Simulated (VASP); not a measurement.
# Ba: single point with PBEsol

Ba:

```
Ba
1.0
     0.00000    3.80221    3.80221
     3.80221    0.00000    3.80221
     3.80221    3.80221    0.00000
Ba
2
Direct
  0.12500 0.12500 0.12500
  0.87500 0.87500 0.87500
```

This cell differs from its parent crystal: volume scaled by 1.08.

```yaml
Program: VASP 6.6.1
Task: single point
Functional: PBEsol
Potentials_or_basis: VASP PAW PBE potentials, release 64 (Ba_sv)
Cutoff: 520 eV
k_mesh: 8 × 8 × 8
Occupations: fermi-dirac, width 0.1 eV
Spin: no spin polarisation
```

```json
{
  "Pressure": "-0.3 GPa",
  "Band gap on the k mesh": "zero (band 10 reaches 1.82 eV, above the bottom of band 11 at 1.67 eV)"
}
```

Levels at points of the mesh, in eV from the Fermi level:
| k point | band 6 | band 7 | band 8 | band 9 | band 10 | band 11 | band 12 | band 13 | band 14 | band 15 |
| --- | --- | --- | --- | --- | --- | --- | --- | --- | --- | --- |
| (0.00, 0.00, 0.00) | -13.64 | -13.64 | -13.64 | -2.11 | 0.15 | 0.15 | 1.34 | 1.34 | 1.34 | 3.02 |
| (0.50, 0.00, 0.00) | -13.56 | -13.44 | -13.44 | -0.20 | -0.19 | 0.24 | 0.24 | 1.02 | 1.02 | 2.10 |
| (0.50, 0.50, 0.00) | -14.28 | -13.22 | -13.22 | -0.73 | -0.73 | 1.05 | 1.05 | 1.78 | 1.78 | 2.33 |

It took 23 s on 1 thread of Intel(R) Xeon(R) Platinum 8488C (Sapphire Rapids), on a shared host, peak memory 0.24 GiB.

Caveat: the PAW data sets were made with another functional, which shifts forces and pressure a little; spin-orbit coupling is left out, which moves the levels of the heavy elements.
